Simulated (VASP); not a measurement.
Wanted: the native input for a VASP 6.6.1 run.

| Property | Result |
| --- | --- |
| Task | single point |
| Functional | LDA |
| Potentials or basis | VASP PAW LDA potentials, release 64 (Sn_d) |
| Cutoff | 520 eV |
| k mesh | 10 × 10 × 10 |
| Occupations | fermi-dirac, width 0.05 eV |
| Spin | no spin polarisation |
| Dipole correction | no |
| Further INCAR settings | ALGO = Normal; EDIFF = 1e-07; NBANDS = 13 |

The structure of Sn lies in POSCAR:

```
Sn
1.0
   -1.8946518200      1.8946518200      1.8946518200
    1.8946518200     -1.8946518200      1.8946518200
    1.8946518200      1.8946518200     -1.8946518200
Sn
1
Direct
    0.0000000000      0.0000000000      0.0000000000
```

These files were run (other wordings do the same):

INCAR

```
PREC     = Accurate       # precision mode
ENCUT    = 520            # plane-wave cutoff, eV
EDIFF    = 1E-7           # SCF threshold, eV
ISMEAR   = -1             # smearing method
SIGMA    = 0.05           # smearing width, eV
LREAL    = F              # projectors in reciprocal space
LASPH    = T              # aspherical terms in the spheres
NELM     = 60             # most SCF steps
ALGO     = Normal         # electronic algorithm
ISIF     = 2              # what is computed and relaxed
LWAVE    = F              # write WAVECAR
LCHARG   = F              # write CHGCAR
GGA      = CA             # functional
NBANDS   = 13             # bands
```

KPOINTS

```
Automatic mesh
0
Gamma
  10 10 10
```

Potentials or basis: VASP PAW LDA potentials, release 64 (Sn_d).

The run is started by

```sh
$ cat potpaw_LDA.64/Sn_d/POTCAR > POTCAR
$ mpirun -np 1 vasp_std > vasp.out
```

Results of the run:

```json
{
 "Pressure": "-3.5 GPa",
 "Band gap on the k mesh": "zero (band 7 reaches 15.62 eV, above the bottom of band 8 at 5.56 eV)"
}
```

Caveat: spin-orbit coupling is left out, which moves the levels of the heavy elements.

It took 7.6 s on 1 thread of Intel(R) Xeon(R) Platinum 8488C (Sapphire Rapids), on a shared host, peak memory 0.12 GiB.
